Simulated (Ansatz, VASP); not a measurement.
# Two plane-wave programs on Mg2Si

The input INCAR:

```
PREC = Accurate
ENCUT = 600
EDIFF = 1E-6
ISMEAR = 0
SIGMA = 0.01
LREAL = F
LASPH = T
NELM = 120
ALGO = Normal
ISIF = 2
LWAVE = F
LCHARG = T
GGA = PE
LELF = T
LVHAR = T
NBANDS = 11
GGA_COMPAT = F
```

KPOINTS

```
regular mesh
0
Gamma
  6 6 6
```

POSCAR

```
Mg2Si
1.0
    0.0000000000      3.2135117268      3.2135117268
    3.2135117268      0.0000000000      3.2135117268
    3.2135117268      3.2135117268      0.0000000000
Mg Si
2 1
Direct
    0.2500000000      0.2500000000      0.2500000000
    0.7500000000      0.7500000000      0.7500000000
    0.0000000000      0.0000000000      0.0000000000
```

Input for Ansatz:

```yaml
crystal:
  lattice:
    - [0.0, 3.2135117268, 3.2135117268]
    - [3.2135117268, 0.0, 3.2135117268]
    - [3.2135117268, 3.2135117268, 0.0]
  atoms:
    - { symbol: Mg, position: [0.25, 0.25, 0.25] }
    - { symbol: Mg, position: [0.75, 0.75, 0.75] }
    - { symbol: Si, position: [0.0, 0.0, 0.0] }
kpoints:
  mp_grid: { grid: [6, 6, 6] }
hamiltonian:
  xc: pbe
scf:
  occupations: { method: fixed }
  n_extra_bands: 4
output:
  forces: true
  stress: true
  eigenvalues: true
```

Alike in both runs: task single point; functional PBE; k mesh 6 × 6 × 6; no spin polarisation.

|  | VASP | Ansatz |
| --- | --- | --- |
| version | VASP 6.6.1 | Ansatz 0.2.0 |
| potentials or method | VASP PAW PBE potentials, release 64 (Mg, Si) | plane waves, PAW |
| plane-wave cutoff (eV) | 600 | 420 |
| occupations | gaussian, width 0.01 eV | fixed |
| valence electrons in the cell | 8 | 24 |

```tsv
	VASP	Ansatz	Ansatz less VASP
gap on the k mesh at the Fermi level (eV)	0.24	0.24	+0.002
pressure (GPa)	-1.6	-1.5	+0.13
```

VASP's potentials hold 8 valence electrons a cell and Ansatz's 24, so a difference there can come from the potentials and not from the codes.
